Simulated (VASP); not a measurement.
# Au (Cmcm) in VASP: further runs

Au is run at these levels: PBE; tasks: single point.

Everything below comes from runs of VASP 6.6.1. Logs are shortened: lines on timing, memory, paths and dates and some standing lists are left out, and cuts for length are marked.

### Step 1. The cell of the first run

It takes space group Cmcm (No. 63, orthorhombic). Conventional cell: a = 2.823 Å, b = 5.112 Å, c = 4.893 Å, α = 90.00°, β = 90.00°, γ = 90.00°. Within 3.7 Å of Au (site symmetry m2m) lie 12 Au at 2.82 to 2.97 Å.

### Step 2. Single point, PBE

Input file INCAR:

```
ALGO     = Normal         # electronic algorithm
EDIFF    = 1E-6           # SCF threshold, eV
ENCUT    = 520            # plane-wave cutoff, eV
GGA      = PE             # functional
ISIF     = 2              # what is computed and relaxed
ISMEAR   = 0              # smearing method
LASPH    = True           # aspherical terms in the spheres
LCHARG   = True           # write CHGCAR
LELF     = True           # ELF
LREAL    = False          # projectors in reciprocal space
LVHAR    = True         
LWAVE    = False          # write WAVECAR
NBANDS   = 18             # bands
NELM     = 100            # most SCF steps
PREC     = Accurate       # precision mode
SIGMA    = 0.1            # smearing width, eV
```

Input file KPOINTS:

```
k-points
0
Gamma
  8 8 4
```

Input file POSCAR:

```
Au
1.0
    1.4113099650     -2.5559330250      0.0000000000
    1.4113099650      2.5559330250      0.0000000000
    0.0000000000      0.0000000000      4.8931696100
Au
2
Direct
    0.6653279700      0.3346720300      0.2500000000
    0.3346720300      0.6653279700      0.7500000000
```

Potentials or basis: VASP PAW PBE potentials, release 64 (Au).

On the command line:

```bash
cat potpaw_PBE.64/Au/POTCAR > POTCAR
mpirun -np 1 vasp_std > vasp.out
```

OUTCAR:

```text
EDIFF = 1E-6
   ENCUT = 520
   GGA = PE
   ISIF = 2
   ISMEAR = 0
   LASPH = True
   LREAL = False
   NELM = 100
   PREC = Accurate

 ion  position               nearest neighbor table
   1  0.665  0.335  0.250-   2 2.95   2 2.95   2 2.95   2 2.95   2 2.97   2 2.97
   2  0.335  0.665  0.750-   1 2.95   1 2.95   1 2.95   1 2.95   1 2.97   1 2.97

  LATTYP: Found a base centered orthorhombic cell.
 ALAT       =     2.8226199300
 B/A-ratio  =     1.8110359088
 C/A-ratio  =     1.7335559627

  Lattice vectors:

 A1 = (   1.4113099650,  -2.5559330250,   0.0000000000)
 A2 = (   1.4113099650,   2.5559330250,   0.0000000000)
 A3 = (   0.0000000000,   0.0000000000,   4.8931696100)

Analysis of symmetry for initial positions (statically):
=====================================================================
 Subroutine PRICEL returns:
 Original cell was already a primitive cell.

 Routine SETGRP: Setting up the symmetry group for a
 base centered orthorhombic supercell.

 Subroutine GETGRP returns: Found  8 space group operations
 (whereof  4 operations were pure point group operations)
 out of a pool of  8 trial point group operations.

The static configuration has the point symmetry C_2h.
 The point group associated with its full space group is D_2h.

Analysis of symmetry for dynamics (positions and initial velocities):
=====================================================================
 Subroutine PRICEL returns:
 Original cell was already a primitive cell.

 Routine SETGRP: Setting up the symmetry group for a
 base centered orthorhombic supercell.

 Subroutine GETGRP returns: Found  8 space group operations
 (whereof  4 operations were pure point group operations)
 out of a pool of  8 trial point group operations.

The dynamic configuration has the point symmetry C_2h.
 The point group associated with its full space group is D_2h.

 Subroutine INISYM returns: Found  8 space group operations
 (whereof  4 operations are pure point group operations),
 and found     1 'primitive' translations

----------------------------------------------------------------------------------------

                                     Primitive cell

  volume of cell :      35.3014

  direct lattice vectors                    reciprocal lattice vectors
     1.411309965 -2.555933025  0.000000000     0.354280783 -0.195623279  0.000000000
     1.411309965  2.555933025  0.000000000     0.354280783  0.195623279  0.000000000
     0.000000000  0.000000000  4.893169610     0.000000000  0.000000000  0.204366511

  length of vectors
     2.919689957  2.919689957  4.893169610     0.404701545  0.404701545  0.204366511

  position of ions in fractional coordinates (direct lattice)
     0.665327970  0.334672030  0.250000000
     0.334672030  0.665327970  0.750000000

  ion indices of the primitive-cell ions
   primitive index   ion index
                 1           1
                 2           2

----------------------------------------------------------------------------------------

 KPOINTS: k-points

Automatic generation of k-mesh.
 Grid dimensions read from file:
 generate k-points for:    8    8    4

 Generating k-lattice:

  Cartesian coordinates                     Fractional coordinates (reciprocal lattice)
     0.044285098 -0.024452910  0.000000000     0.125000000  0.000000000  0.000000000
     0.044285098  0.024452910  0.000000000     0.000000000  0.125000000  0.000000000
     0.000000000  0.000000000  0.051091628     0.000000000  0.000000000  0.250000000

  Length of vectors
     0.050587693  0.050587693  0.051091628

  Shift w.r.t. Gamma in fractional coordinates (k-lattice)
     0.000000000  0.000000000  0.000000000

 Subroutine IBZKPT returns following result:
 ===========================================

 Found     63 irreducible k-points:

 Following reciprocal coordinates:
            Coordinates               Weight
  0.000000  0.000000  0.000000      1.000000
  0.125000 -0.000000  0.000000      4.000000
  0.250000 -0.000000  0.000000      4.000000
  0.375000 -0.000000  0.000000      4.000000
  0.500000 -0.000000  0.000000      2.000000
  0.125000  0.125000  0.000000      2.000000
[... 16 lines left out ...]
  0.125000 -0.000000  0.250000      8.000000
  0.250000 -0.000000  0.250000      8.000000
 [... further k-points ...]
   k-points           NKPTS =     63   k-points in BZ     NKDIM =     63   number of bands    NBANDS=     18
   number of dos      NEDOS =    301   number of ions     NIONS =      2
   total plane-waves  NPLWV =  20736
   dimension x,y,z NGX =    24 NGY =   24 NGZ =   36
   dimension x,y,z NGXF=    48 NGYF=   48 NGZF=   72
   ions per type =               2
   NGX,Y,Z   is equivalent  to a cutoff of  13.67, 13.67, 12.23 a.u.
   NGXF,Y,Z  is equivalent  to a cutoff of  27.33, 27.33, 24.46 a.u.
 SYSTEM =  unknown system
   PREC   = accura    normal or accurate (medium, high low for compatibility)
   ISTART =      0    job   : 0-new  1-cont  2-samecut
   ICHARG =      2    charge: 1-file 2-atom 10-const
   ISPIN  =      1    spin polarized calculation?
   LNONCOLLINEAR =      F non collinear calculations
   LSORBIT =      F    spin-orbit coupling
   LASPH  =      T    aspherical Exc in radial PAW
   ENCUT  =  520.0 eV  38.22 Ry    6.18 a.u.   5.43  5.43  9.10*2*pi/ulx,y,z
   NELM   =    100;   NELMIN=  2; NELMDL= -5     # of ELM steps
   EDIFF  = 0.1E-05   stopping-criterion for ELM
   LREAL  =      F    real-space projection
   EDIFFG = 0.1E-04   stopping-criterion for IOM
   NSW    =      0    number of steps for IOM
   IBRION =     -1    ionic relax: 0-MD 1-quasi-New 2-CG
   NFREE  =      0    steps in history (QN), initial steepest desc. (CG)
   ISIF   =      2    stress and relaxation
   ISYM   =      2    0-nonsym 1-usesym 2-fastsym
   POTIM  = 0.5000    time-step for ionic-motion
   TEBEG  =    0.0;   TEEND  =   0.0 temperature during run
   PSTRESS=    0.0 pullay stress
   NELECT =      22.0000    total number of electrons
   NUPDOWN=      -1.0000    fix difference up-down
   EMIN   =  10.00;   EMAX   =-10.00  energy-range for DOS
   EFERMI =   0.00;   METHOD = LEGACY
   ISMEAR =     0;   SIGMA  =   0.10  broadening in eV -4-tet -1-fermi 0-gaus
   EFERMI_NEDOS =   21; number of points for ismear=-14 and -15
   IALGO  =     38    algorithm
   IMIX   =      4    mixing-type and parameters
     AMIX     =   0.40;   BMIX     =  1.00
     AMIX_MAG =   1.60;   BMIX_MAG =  1.00
  volume/ion in A,a.u.               =      17.65       119.11
  Fermi-wavevector in a.u.,A,eV,Ry     =   1.398358  2.642513 26.604898  1.955405
  Thomas-Fermi vector in A             =   2.521524
   LORBIT       =      0    0 simple, 1 ext, 2 COOP (PROOUT), +10 PAW based schemes
   GGA     = PE    functional components
   LHFCALC =     F    Hartree Fock is set to
   AEXX    =    0.0000 exact exchange contribution
   IVDW    =     0    specifies the selected vdW correction
   LEPSILON=     F    determine dielectric tensor
   LRPA    =     F    only Hartree local field effects (RPA)
 non-spin polarized calculation
 Gauss-broadening in eV      SIGMA  =   0.10
  energy-cutoff  :      520.00
  volume of cell :       35.30
 maximum number of plane-waves:       968
 NGX is ok and might be reduce to    24
   NGX = 11   NGY = 11   NGZ = 19

 number of electron      21.9999996 magnetization

 Free energy of the ion-electron system (eV)
  ---------------------------------------------------
  ext. energy  EPLUGINS =         0.00000000
  ---------------------------------------------------
  free energy    TOTEN  =        -6.39612818 eV

  energy without entropy =       -6.39137248  energy(sigma->0) =       -6.39375033

 E-fermi :   8.8669     XC(G=0): -12.5029

 val. band max:        8.8329273446   @ k =   0.2500  -0.0000   0.2500
 cond. band min:       9.0592637649   @ k =   0.5000  -0.0000   0.2500
 fundamental gap:      0.2263364203
 Fermi energy:         8.8668529866

 k-point     1 :       0.0000    0.0000    0.0000
  band No.  band energies     occupation
      1      -0.5928      2.00000
      2       1.7765      2.00000
      3       4.1430      2.00000
      4       4.1954      2.00000
      5       4.5370      2.00000
      6       4.7793      2.00000
[... 10 lines left out ...]
     17      26.8237      0.00000
     18      27.7456      0.00000

 k-point     2 :       0.1250   -0.0000    0.0000
  band No.  band energies     occupation
      1      -0.1002      2.00000
      2       2.1821      2.00000
      3       4.0663      2.00000
      4       4.5252      2.00000
      5       4.6130      2.00000
      6       4.8409      2.00000
[... 10 lines left out ...]
     17      25.3542      0.00000
     18      26.8834      0.00000

 k-point     3 :       0.2500   -0.0000    0.0000
  band No.  band energies     occupation
      1       1.1640      2.00000
      2       2.7987      2.00000
      3       3.8986      2.00000
      4       4.0504      2.00000
      5       4.3873      2.00000
      6       4.8944      2.00000
[... 10 lines left out ...]
     17      25.3654      0.00000
     18      25.7794      0.00000

 k-point     4 :       0.3750   -0.0000    0.0000
  band No.  band energies     occupation
      1       2.1975      2.00000
      2       2.5605      2.00000
      3       3.0914      2.00000
      4       4.5486      2.00000
      5       4.5894      2.00000
      6       4.8421      2.00000
[... 375 lines left out ...]
      4       4.1514      2.00000
      5       4.4117      2.00000
      6       4.6954      2.00000
[... 10 lines left out ...]
     17      26.4860      0.00000
     18      27.4669      0.00000

 k-point    23 :       0.1250   -0.0000    0.2500
  band No.  band energies     occupation
      1       0.3633      2.00000
      2       2.1480      2.00000
      3       4.0988      2.00000
      4       4.2659      2.00000
      5       4.3388      2.00000
      6       4.6807      2.00000
[... 10 lines left out ...]
     17      25.1807      0.00000
     18      25.7404      0.00000

 k-point    24 :       0.2500   -0.0000    0.2500
  band No.  band energies     occupation
      1       1.5037      2.00000
      2       2.8797      2.00000
      3       3.6118      2.00000
      4       4.0598      2.00000
      5       4.2254      2.00000
      6       4.9269      2.00000
[... 10 lines left out ...]
     17      24.4101      0.00000
     18      25.4439      0.00000

 [... further k-points ...]

------------------------ aborting loop because EDIFF is reached ----------------------------------------

  FORCE on cell =-STRESS in cart. coord.  units (eV):
  Direction    XX          YY          ZZ          XY          YZ          ZX
  --------------------------------------------------------------------------------------
  -------------------------------------------------------------------------------------
  Total        0.5007346      1.1936473      0.5360561      0.0000000      0.0000000      0.0000000
  in kB       22.7261593     54.1744456     24.3292497      0.0000000      0.0000000      0.0000000
  external PRESSURE =      33.7432849 kB  Pullay stress =       0.0000000 kB

 VOLUME and BASIS-vectors are now :
 -----------------------------------------------------------------------------
  energy-cutoff  :      520.00
  volume of cell :       35.30
      direct lattice vectors                 reciprocal lattice vectors
     1.411309965 -2.555933025  0.000000000     0.354280783 -0.195623279  0.000000000
     1.411309965  2.555933025  0.000000000     0.354280783  0.195623279  0.000000000
     0.000000000  0.000000000  4.893169610     0.000000000  0.000000000  0.204366511

 POSITION                                       TOTAL-FORCE (eV/Angst)
 -----------------------------------------------------------------------------------
      1.41131     -0.84513      1.22329         0.000000     -0.000633      0.000000
      1.41131      0.84513      3.66988         0.000000      0.000633     -0.000000
 -----------------------------------------------------------------------------------
    total drift:                                0.000000      0.000000     -0.000000

  FREE ENERGIE OF THE ION-ELECTRON SYSTEM (eV)
  ---------------------------------------------------
  free  energy   TOTEN  =        -6.3961281786 eV

  energy  without entropy=       -6.3913724783  energy(sigma->0) =       -6.39375033
```

It took 41 s on 1 thread of AMD EPYC 7R43 (Zen 3), shared host; peak memory 0.14 GiB.

What came out:

```yaml
Free_energy: -6.3961 eV
Pressure: 3.4 GPa
Band_gap_on_the_k_mesh: zero (band 11 reaches 12.32 eV, above the bottom of band 12 at 6.37 eV)
```

Stress tensor (GPa, compression positive):
```
2.27 0.00 0.00
0.00 5.42 0.00
0.00 0.00 2.43
```

Levels at points of the mesh, in eV from the Fermi level:
```
           k point  band 8  band 9  band 10  band 11  band 12  band 13  band 14  band 15
(0.00, 0.00, 0.00)   -3.45   -3.30    -2.15    -2.11    -1.01     2.43    14.57    15.55
(0.50, 0.00, 0.00)   -1.96   -1.79    -1.64     0.52     1.75     5.78     7.28     7.28
(0.50, 0.50, 0.00)   -1.89   -1.87    -1.69     0.26     1.29     5.39     6.79     6.93
(0.00, 0.00, 0.50)   -4.15   -2.62    -2.62    -2.50    -2.50    10.23    10.23    14.90
(0.50, 0.00, 0.50)   -2.35   -1.68    -1.68     0.70     0.70     4.05     4.05    13.10
(0.50, 0.50, 0.50)   -2.33   -1.76    -1.76     0.34     0.34     3.50     3.50    12.68
```

Caveat: spin-orbit coupling is left out, which moves the levels of the heavy elements.

[end of part 1 of 2]
